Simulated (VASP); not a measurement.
# ZrMo3C in VASP: single point with PBE

Aim: the single point of ZrMo3C with PBE.

Everything below comes from runs of VASP 6.6.1. Logs are shortened: lines on timing, memory, paths and dates and some standing lists are left out, and cuts for length are marked.

## (1) The cell of the first run

The typed cell holds 10 atoms: a = 3.261 Å, b = 3.262 Å, c = 14.008 Å, α = 90.02°, β = 90.01°, γ = 90.00°.

## (2) Single point, PBE

INCAR

```
PREC = Accurate
ENCUT = 520
EDIFF = 1E-6
ISMEAR = 0
SIGMA = 0.2
LREAL = F
LASPH = T
NELM = 60
ALGO = Normal
ISIF = 2
LWAVE = F
LCHARG = T
GGA = PE
LELF = T
LVHAR = T
NBANDS = 69
```

KPOINTS

```
regular mesh
0
Gamma
  6 6 2
```

POSCAR

```
ZrMo3C
1.0
    3.2612743094      0.0001064949     -0.0002615840
    0.0001008667      3.2616347073     -0.0006461697
   -0.0011886798     -0.0029741881     14.0081701040
Zr Mo C
2 6 2
Direct
    0.0000063574      0.4999288772      0.9187888364
    0.5000421703      1.0000770697      0.0812131615
    0.4998888103     -0.0001730732      0.5515047654
    1.0000485573      0.5002035432      0.4484971207
    0.4999688990     -0.0001703338      0.7678795162
    1.0000727490      0.5001449464      0.2321176701
    0.5000192330      0.0001703262      0.3290989869
    0.9999041230      0.4998053357      0.6709034251
    0.4999779068     -0.0000875174      0.9157082600
    0.0000711937      0.5001008259      0.0842882578
```

Potentials or basis: VASP PAW PBE potentials, release 64 (Zr_sv, Mo_sv, C).

Started as:

```console
cat potpaw_PBE.64/Zr_sv/POTCAR potpaw_PBE.64/Mo_sv/POTCAR potpaw_PBE.64/C/POTCAR > POTCAR
mpirun -np 1 vasp_std > vasp.out
```

OUTCAR:

```text
PREC = Accurate
   ENCUT = 520
   EDIFF = 1E-6
   ISMEAR = 0
   LREAL = F
   LASPH = T
   NELM = 60
   ISIF = 2
   GGA = PE

 ion  position               nearest neighbor table
   1  0.000  0.500  0.919-   9 2.31   9 2.31   9 2.31   9 2.31  10 2.32   5 3.13   5 3.13   5 3.13
                             5 3.13   2 3.24   2 3.24   2 3.24   2 3.24   8 3.47
   2  0.500  0.000  0.081-  10 2.31  10 2.31  10 2.31  10 2.31   9 2.32   6 3.13   6 3.13   6 3.13
                             6 3.13   1 3.24   1 3.24   1 3.24   1 3.24   7 3.47
   3  0.500  1.000  0.552-   4 2.72   4 2.72   4 2.72   4 2.72   8 2.85   8 2.85   8 2.85   8 2.85
                             5 3.03   7 3.12
   4  0.000  0.500  0.448-   3 2.72   3 2.72   3 2.72   3 2.72   7 2.85   7 2.85   7 2.85   7 2.85
                             6 3.03   8 3.12
   5  0.500  1.000  0.768-   9 2.07   8 2.68   8 2.68   8 2.68   8 2.68   3 3.03   1 3.13   1 3.13
                             1 3.13   1 3.13
   6  0.000  0.500  0.232-  10 2.07   7 2.68   7 2.68   7 2.68   7 2.68   4 3.03   2 3.13   2 3.13
                             2 3.13   2 3.13
   7  0.500  0.000  0.329-   6 2.68   6 2.68   6 2.68   6 2.68   4 2.85   4 2.85   4 2.85   4 2.85
                             3 3.12   2 3.47
   8  1.000  0.500  0.671-   5 2.68   5 2.68   5 2.68   5 2.68   3 2.85   3 2.85   3 2.85   3 2.85
                             4 3.12   1 3.47
   9  0.500  1.000  0.916-   5 2.07   1 2.31   1 2.31   1 2.31   1 2.31   2 2.32
  10  0.000  0.500  0.084-   6 2.07   2 2.31   2 2.31   2 2.31   2 2.31   1 2.32

  LATTYP: Found a triclinic cell.
 ALAT       =    14.0081704702
 B/A-ratio  =     0.2328380269
 C/A-ratio  =     0.2328122954
 COS(alpha) =     0.0000635955
 COS(beta)  =     0.0001650722
 COS(gamma) =     0.0004104329

  Lattice vectors:

 A1 = (   0.0011886798,   0.0029741881, -14.0081701040)
 A2 = (   0.0001008667,   3.2616347073,  -0.0006461697)
 A3 = (   3.2612743094,   0.0001064949,  -0.0002615840)

Analysis of symmetry for initial positions (statically):
=====================================================================
 Subroutine PRICEL returns:
 Original cell was already a primitive cell.

 Routine SETGRP: Setting up the symmetry group for a
 triclinic supercell.

 Subroutine GETGRP returns: Found  1 space group operations
 (whereof  1 operations were pure point group operations)
 out of a pool of  2 trial point group operations.

The static configuration has the point symmetry C_1 .

Analysis of symmetry for dynamics (positions and initial velocities):
=====================================================================
 Subroutine PRICEL returns:
 Original cell was already a primitive cell.

 Routine SETGRP: Setting up the symmetry group for a
 triclinic supercell.

 Subroutine GETGRP returns: Found  1 space group operations
 (whereof  1 operations were pure point group operations)
 out of a pool of  2 trial point group operations.

The dynamic configuration has the point symmetry C_1 .

 Subroutine INISYM returns: Found  1 space group operations
 (whereof  1 operations are pure point group operations),
 and found     1 'primitive' translations

----------------------------------------------------------------------------------------

                                     Primitive cell

  volume of cell :     149.0061

  direct lattice vectors                    reciprocal lattice vectors
     3.261274309  0.000106495 -0.000261584     0.306628610 -0.000009477  0.000026017
     0.000100867  3.261634707 -0.000646170    -0.000010006  0.306594739  0.000065095
    -0.001188680 -0.002974188 14.008170104     0.000005725  0.000014142  0.071386915

  length of vectors
     3.261274322  3.261634773 14.008170470     0.306628611  0.306594746  0.071386917

  position of ions in fractional coordinates (direct lattice)
     0.000006357  0.499928877  0.918788836
     0.500042170  0.000077070  0.081213162
     0.499888810  0.999826927  0.551504765
     0.000048557  0.500203543  0.448497121
     0.499968899  0.999829666  0.767879516
     0.000072749  0.500144946  0.232117670
     0.500019233  0.000170326  0.329098987
     0.999904123  0.499805336  0.670903425
     0.499977907  0.999912483  0.915708260
     0.000071194  0.500100826  0.084288258

  ion indices of the primitive-cell ions
   primitive index   ion index
                 1           1
                 2           2
                 3           3
                 4           4
                 5           5
                 6           6
                 7           7
                 8           8
                 9           9
                10          10

----------------------------------------------------------------------------------------

 KPOINTS: regular mesh

Automatic generation of k-mesh.
 Grid dimensions read from file:
 generate k-points for:    6    6    2

 Generating k-lattice:

  Cartesian coordinates                     Fractional coordinates (reciprocal lattice)
     0.051104768 -0.000001580  0.000004336     0.166666667  0.000000000 -0.000000000
    -0.000001668  0.051099123  0.000010849     0.000000000  0.166666667  0.000000000
     0.000002863  0.000007071  0.035693458     0.000000000 -0.000000000  0.500000000

  Length of vectors
     0.051104769  0.051099124  0.035693458

  Shift w.r.t. Gamma in fractional coordinates (k-lattice)
     0.000000000  0.000000000  0.000000000

 Subroutine IBZKPT returns following result:
 ===========================================

 Found     40 irreducible k-points:

 Following reciprocal coordinates:
            Coordinates               Weight
  0.000000  0.000000  0.000000      1.000000
  0.166667 -0.000000  0.000000      2.000000
  0.333333 -0.000000  0.000000      2.000000
  0.500000 -0.000000  0.000000      1.000000
  0.000000  0.166667  0.000000      2.000000
  0.166667  0.166667  0.000000      2.000000
[... 16 lines left out ...]
  0.333333 -0.000000  0.500000      2.000000
  0.500000  0.000000  0.500000      1.000000
 [... further k-points ...]
   k-points           NKPTS =     40   k-points in BZ     NKDIM =     40   number of bands    NBANDS=     69
   number of dos      NEDOS =    301   number of ions     NIONS =     10
   total plane-waves  NPLWV =  62208
   dimension x,y,z NGX =    24 NGY =   24 NGZ =  108
   dimension x,y,z NGXF=    48 NGYF=   48 NGZF=  216
   ions per type =               2   6   2
   NGX,Y,Z   is equivalent  to a cutoff of  12.23, 12.23, 12.82 a.u.
   NGXF,Y,Z  is equivalent  to a cutoff of  24.47, 24.47, 25.63 a.u.
 SYSTEM =  unknown system
   PREC   = accura    normal or accurate (medium, high low for compatibility)
   ISTART =      0    job   : 0-new  1-cont  2-samecut
   ICHARG =      2    charge: 1-file 2-atom 10-const
   ISPIN  =      1    spin polarized calculation?
   LNONCOLLINEAR =      F non collinear calculations
   LSORBIT =      F    spin-orbit coupling
   LASPH  =      T    aspherical Exc in radial PAW
   ENCUT  =  520.0 eV  38.22 Ry    6.18 a.u.   6.06  6.06 26.05*2*pi/ulx,y,z
   NELM   =     60;   NELMIN=  2; NELMDL= -5     # of ELM steps
   EDIFF  = 0.1E-05   stopping-criterion for ELM
   LREAL  =      F    real-space projection
   EDIFFG = 0.1E-04   stopping-criterion for IOM
   NSW    =      0    number of steps for IOM
   IBRION =     -1    ionic relax: 0-MD 1-quasi-New 2-CG
   NFREE  =      0    steps in history (QN), initial steepest desc. (CG)
   ISIF   =      2    stress and relaxation
   ISYM   =      2    0-nonsym 1-usesym 2-fastsym
   POTIM  = 0.5000    time-step for ionic-motion
   TEBEG  =    0.0;   TEEND  =   0.0 temperature during run
   PSTRESS=    0.0 pullay stress
   NELECT =     116.0000    total number of electrons
   NUPDOWN=      -1.0000    fix difference up-down
   EMIN   =  10.00;   EMAX   =-10.00  energy-range for DOS
   EFERMI =   0.00;   METHOD = LEGACY
   ISMEAR =     0;   SIGMA  =   0.20  broadening in eV -4-tet -1-fermi 0-gaus
   EFERMI_NEDOS =   21; number of points for ismear=-14 and -15
   IALGO  =     38    algorithm
   IMIX   =      4    mixing-type and parameters
     AMIX     =   0.40;   BMIX     =  1.00
     AMIX_MAG =   1.60;   BMIX_MAG =  1.00
  volume/ion in A,a.u.               =      14.90       100.55
  Fermi-wavevector in a.u.,A,eV,Ry     =   1.506004  2.845935 30.858670  2.268048
  Thomas-Fermi vector in A             =   2.616779
   LORBIT       =      0    0 simple, 1 ext, 2 COOP (PROOUT), +10 PAW based schemes
   GGA     = PE    functional components
   LHFCALC =     F    Hartree Fock is set to
   AEXX    =    0.0000 exact exchange contribution
   IVDW    =     0    specifies the selected vdW correction
   LEPSILON=     F    determine dielectric tensor
   LRPA    =     F    only Hartree local field effects (RPA)
 non-spin polarized calculation
 Gauss-broadening in eV      SIGMA  =   0.20
  energy-cutoff  :      520.00
  volume of cell :      149.01
 maximum number of plane-waves:      4048
   NGX = 13   NGY = 13   NGZ = 53

 number of electron     115.9999990 magnetization

 Free energy of the ion-electron system (eV)
  ---------------------------------------------------
  ext. energy  EPLUGINS =         0.00000000
  ---------------------------------------------------
  free energy    TOTEN  =      -104.09875744 eV

  energy without entropy =     -103.98822631  energy(sigma->0) =     -104.04349187

 E-fermi :  11.1677     XC(G=0): -12.8095

 val. band max:       11.1629129943   @ k =   0.0000   0.0000   0.0000
 cond. band min:      11.2112710549   @ k =   0.1667  -0.0000   0.0000
 fundamental gap:      0.0483580606
 Fermi energy:        11.1677192602

 k-point     1 :       0.0000    0.0000    0.0000
  band No.  band energies     occupation
      1     -49.8759      2.00000
      2     -49.7914      2.00000
      3     -49.7337      2.00000
      4     -49.5904      2.00000
      5     -49.4734      2.00000
      6     -49.4701      2.00000
[... 61 lines left out ...]
     68      13.0820      0.00000
     69      13.1745      0.00000
[... 1654 lines left out ...]
     68      13.8296      0.00000
     69      13.9309      0.00000

 [... further k-points ...]
[... 5 lines left out ...]
  --------------------------------------------------------------------------------------
  -------------------------------------------------------------------------------------
  Total        0.3490696      0.3265159      0.4401753     -0.0087958      0.0266229      0.0106937
  in kB        3.7533461      3.5108388      4.7329537     -0.0945761      0.2862609      0.1149828
  external PRESSURE =       3.9990462 kB  Pullay stress =       0.0000000 kB

 VOLUME and BASIS-vectors are now :
 -----------------------------------------------------------------------------
  energy-cutoff  :      520.00
  volume of cell :      149.01
      direct lattice vectors                 reciprocal lattice vectors
     3.261274309  0.000106495 -0.000261584     0.306628610 -0.000009477  0.000026017
     0.000100867  3.261634707 -0.000646170    -0.000010006  0.306594739  0.000065095
    -0.001188680 -0.002974188 14.008170104     0.000005725  0.000014142  0.071386915

 POSITION                                       TOTAL-FORCE (eV/Angst)
 -----------------------------------------------------------------------------------
     -0.00102      1.62785     12.87023        -0.000587      0.000046      0.016400
      1.63068      0.00006      1.13752         0.000670      0.000012     -0.018505
      1.62972      3.25948      7.72480         0.001350      0.002965     -0.014988
     -0.00032      1.63015      6.28230        -0.001532     -0.003374      0.014225
      1.62972      3.25885     10.75581        -0.000817      0.000420      0.004570
      0.00001      1.63060      3.25122        -0.000985     -0.000031     -0.002325
      1.63031     -0.00037      4.60994         0.001194      0.000350     -0.009079
      3.26021      1.62829      9.39754         0.000745      0.000049      0.009639
      1.62958      3.25868     12.82662         0.000628     -0.000130      0.007607
      0.00018      1.63090      1.18040        -0.000666     -0.000307     -0.007543
 -----------------------------------------------------------------------------------
    total drift:                               -0.000002     -0.000013     -0.000918

  FREE ENERGIE OF THE ION-ELECTRON SYSTEM (eV)
  ---------------------------------------------------
  free  energy   TOTEN  =      -104.0987574403 eV

  energy  without entropy=     -103.9882263056  energy(sigma->0) =     -104.04349187
```

Wall time 6.2 min (1 thread of Intel Xeon Platinum 8375C at 2.90GHz (Ice Lake), shared host); peak memory 0.43 GiB.

What came out:

```
Free energy            : -104.0988 eV
Pressure               : 0.4 GPa
Largest force          : 0.019 eV/Å
Band gap on the k mesh : zero (band 58 reaches 11.76 eV, above the bottom of band 59 at 10.82 eV)
```

Forces in eV/Å, atoms in the order of the input:
```
Zr  -0.001  0.000  0.016
Zr   0.001  0.000 -0.019
Mo   0.001  0.003 -0.015
Mo  -0.002 -0.003  0.014
Mo  -0.001  0.000  0.005
Mo  -0.001  0.000 -0.002
Mo   0.001  0.000 -0.009
Mo   0.001  0.000  0.010
C    0.001  0.000  0.008
C   -0.001  0.000 -0.008
```

Stress tensor (GPa, compression positive):
```
 0.38 -0.01  0.01
-0.01  0.35  0.03
 0.01  0.03  0.47
```
